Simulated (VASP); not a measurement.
Wanted: the native input for a VASP 6.6.1 run.

```
Task                   : single point
Functional             : PBE
Potentials or basis    : VASP PAW PBE potentials, release 64 (W_sv, C, F)
Cutoff                 : 520 eV
k mesh                 : 3 × 3 × 1
Occupations            : fermi-dirac, width 0.1 eV
Spin                   : no spin polarisation
Dipole correction      : no
Further INCAR settings : LREAL = Auto; ALGO = Normal; EDIFF = 1e-07; NBANDS = 144
```

The structure of W12C13F4 lies in POSCAR:

```
W12C13F4
1.0
    5.6995400000      0.0000000000      0.0000000000
   -2.8497700000      4.9359460000      0.0000000000
    0.0000000000      0.0000000000     19.9954000000
W C F
12 13 4
Direct
    0.0000000000      0.0000000000      0.0500115000
   -0.0003476960     -0.0001869907      0.1927782647
   -0.0016288534     -0.0007968527      0.3376112353
    0.0000000200      0.5000000400      0.0500115000
    0.0007891179      0.5003827331      0.1934770753
    0.0031808587      0.5016060948      0.3383187403
    0.5000000000      0.0000000000      0.0500115000
    0.5007384402      0.0004953404      0.1927938272
    0.4970820016     -0.0005937927      0.3375617187
    0.5000000200      0.5000000400      0.0500115000
    0.5007394973      0.5002164601      0.1927933488
    0.4970887354      0.4977001446      0.3375657456
    0.3333333400      0.1666666800      0.1199816000
    0.3329997834      0.1665161633      0.2619344486
    0.3267952367      0.1633818017      0.3953681533
    0.3333333600      0.6666667200      0.1199816000
    0.3343761374      0.6671882351      0.2625388461
    0.3442686562      0.6721693265      0.4075340177
    0.8333333400      0.1666666800      0.1199816000
    0.8330316041      0.1680106923      0.2634794954
    0.8341191537      0.1756303672      0.4034067782
    0.8333333600      0.6666667200      0.1199816000
    0.8330191331      0.6650290698      0.2634820240
    0.8341518082      0.6585568847      0.4033961531
    0.3282696855      0.6641913776      0.4755300875
   -0.1759173761      1.1606250577      0.4705817078
    0.3191270281      0.8459604342      0.5138642110
   -0.1759793030      0.6635239777      0.4705700450
    0.3189858928      0.4732340554      0.5138674129
```

These files were run (other wordings do the same):

INCAR

```
SYSTEM = W12C13F4
ALGO = Normal
EDIFF = 1E-7
ENCUT = 520
GGA = PE
ISIF = 2
ISMEAR = -1
LASPH = .TRUE.
LCHARG = .FALSE.
LREAL = Auto
LWAVE = .FALSE.
NBANDS = 144
NELM = 60
PREC = Accurate
SIGMA = 0.1
```

KPOINTS

```
k-points
0
G
  3 3 1
  0 0 0
```

Potentials or basis: VASP PAW PBE potentials, release 64 (W_sv, C, F).

Launch:

```sh
$ cat potpaw_PBE.64/W_sv/POTCAR potpaw_PBE.64/C/POTCAR potpaw_PBE.64/F/POTCAR > POTCAR
$ mpirun -np 1 vasp_std > vasp.out
```

Results of the run:

```yaml
Largest_force: 0.504 eV/Å
Band_gap_on_the_k_mesh: zero (bands 124 and 125 overlap by 0.90 eV)
```

Caveat: the k points lie up to 0.42 Å⁻¹ apart, too coarse for converged energies and pressures of a metal; there is no dipole correction, which matters where the two faces differ; spin-orbit coupling is left out, which moves the levels of the heavy elements.

It took 42 min on 1 thread of Intel Xeon 8259CL, on a shared host, peak memory 0.73 GiB.
